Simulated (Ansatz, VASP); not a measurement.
# One calculation of Cu2NiO3, two programs

```
CELL_PARAMETERS angstrom
5.25552 0.00000 0.00000
-2.62776 4.55141 0.00000
0.00000 0.00000 2.69791
ATOMIC_POSITIONS crystal
Cu 0.33333 0.66667 0.00000
Cu 0.66667 0.33333 0.00000
Ni 0.00000 0.00000 0.00000
O 0.50000 0.00000 0.50000
O 0.00000 0.50000 0.50000
O 0.50000 0.50000 0.50000
```

Change from the starting cell: species swapped into the YCo3Ni2 type (P6/mmm, No. 191).

Alike in both runs: functional PBE; k mesh 6 × 6 × 4; occupations gaussian, width 0.1 eV; collinear spin.

Ansatz relaxed the structure, and its values are those at the end. VASP's run is a single point on that final structure, the one shown.

|  | VASP | Ansatz |
| --- | --- | --- |
| version | VASP 6.6.1 | Ansatz 0.2.0 |
| potentials or method | VASP PAW PBE potentials, release 64 (Cu_sv_GW, Ni_sv_GW, O), cutoff 700 eV | scalar-relativistic, plane waves, PAW |
| valence electrons in the cell | 74 | 74 |

VASP gave:

* gap on the k mesh at the Fermi level (eV): none
* pressure (GPa): -1.9
* net moment per atom (μB): 0.44
* size of the moment on the site where the two differ most (μB): 0.25

Question: Estimate Ansatz's values.

Answer: gap on the k mesh at the Fermi level (eV): none; pressure (GPa): 0.2; net moment per atom (μB): 0.44; size of the moment on the site where the two differ most (μB): 0.27.

Site moments also hang on the region over which each program counts them. A gap of «none» marks a metal or a gap that the smearing closes.

The k mesh is coarse, so the values compare programs but aren't converged.
